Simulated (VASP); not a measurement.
Wanted: the native input for a VASP 6.6.1 run.

| Item | Value |
| --- | --- |
| Task | relaxation of cell and atoms |
| Functional | PBE |
| Potentials or basis | VASP PAW PBE potentials, release 64 (Al) |
| Cutoff | 500 eV |
| k mesh | 18 × 18 × 6 |
| Occupations | gaussian, width 0.1 eV |
| Spin | no spin polarisation |
| Dipole correction | no |
| Further INCAR settings | ALGO = Normal; EDIFF = 1e-07; IBRION = 2; EDIFFG = -0.01; NSW = 80; ISIF = 3 |

The structure of Al lies in POSCAR:

```
Al
1.0
    2.8619657782      0.0000000000      0.0000000000
   -1.4309828891      2.4785350687      0.0000000000
    0.0000000000      0.0000000000      9.2873970854
Al
4
Direct
    0.0000000000      0.0000000000      0.0000000000
    0.3333333333      0.6666666667      0.2500000000
    0.0000000000      0.0000000000      0.5000000000
    0.6666666667      0.3333333333      0.7500000000
```

These files were run (other wordings do the same):

INCAR

```
  PREC = Accurate
  ENCUT = 500
  EDIFF = 1E-7
  ISMEAR = 0
  SIGMA = 0.1
  LREAL = False
  LASPH = True
  NELM = 120
  ALGO = Normal
  ISIF = 3
  LWAVE = False
  LCHARG = False
  GGA = PE
  IBRION = 2
  NSW = 80
  EDIFFG = -0.01
  GGA_COMPAT = False
  NELMIN = 4
```

KPOINTS

```
Automatic mesh
0
Gamma
  18 18 6
```

Potentials or basis: VASP PAW PBE potentials, release 64 (Al).

Launch:

```console
$ cat potpaw_PBE.64/Al/POTCAR > POTCAR
$ mpirun -np 1 vasp_std > vasp.out
```

It gave:

| Property | Result |
| --- | --- |
| Relaxed volume | 16.54 Å³/atom |
| Relaxed cell | a = 2.854 Å, b = 2.854 Å, c = 9.381 Å, α = 90.00°, β = 90.00°, γ = 120.00° |
| Space group after relaxing (to 0.05 Å) | P6_3/mmc (No. 194) |
| Energy gained by relaxing | 0.6 meV/atom |
| Ionic steps | 6 |
| Pressure after relaxing | 0.0 GPa |
| Band gap on the k mesh | zero (band 6 reaches 11.82 eV, above the bottom of band 7 at 6.44 eV) |

It took 2.9 min on 1 thread of Intel(R) Xeon(R) Platinum 8488C (Sapphire Rapids), with other jobs on the host, peak memory 0.23 GiB.
